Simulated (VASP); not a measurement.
Set up this calculation in VASP 6.6.1, as the native input.

| Quantity | Value |
| --- | --- |
| Task | single point |
| Functional | LDA |
| Potentials or basis | VASP PAW LDA potentials, release 64 (W_sv) |
| Cutoff | 520 eV |
| k mesh | 22 × 22 × 22 |
| Occupations | gaussian, width 0.15 eV |
| Spin | no spin polarisation |
| Dipole correction | no |
| Further INCAR settings | ALGO = Fast; EDIFF = 1e-07; NBANDS = 13 |

The structure of W lies in POSCAR:

```
W
1.0
   -1.3036564369      1.5093834184      1.5093834184
    1.5093834184     -1.3036564369      1.5093834184
    1.5093834184      1.5093834184     -1.3036564369
W
1
Direct
    0.0000000000      0.0000000000      0.0000000000
```

These files were run (other wordings do the same):

INCAR

```
SYSTEM = W
PREC = Accurate
ENCUT = 520
EDIFF = 1E-7
ISMEAR = 0
SIGMA = 0.15
LREAL = .False.
LASPH = .True.
NELM = 80
ALGO = Fast
ISIF = 2
LWAVE = .False.
LCHARG = .False.
NBANDS = 13
```

KPOINTS

```
regular mesh
0
Gamma
  22 22 22
  0 0 0
```

Potentials or basis: VASP PAW LDA potentials, release 64 (W_sv).

The run is started by

```sh
$ cat potpaw_LDA.64/W_sv/POTCAR > POTCAR
$ mpirun -np 1 vasp_std > vasp.out
```

It gave:

```json
{"Pressure": "68.8 GPa", "Band gap on the k mesh": "zero (bands 7 and 8 overlap by 3.75 eV)"}
```

Caveat: the cell stands under pressure; spin-orbit coupling is left out, which moves the levels of the heavy elements.

Wall time 68 s on 1 thread of Intel(R) Xeon(R) 6975P-C (Granite Rapids), with other jobs on the host, peak memory 0.27 GiB.
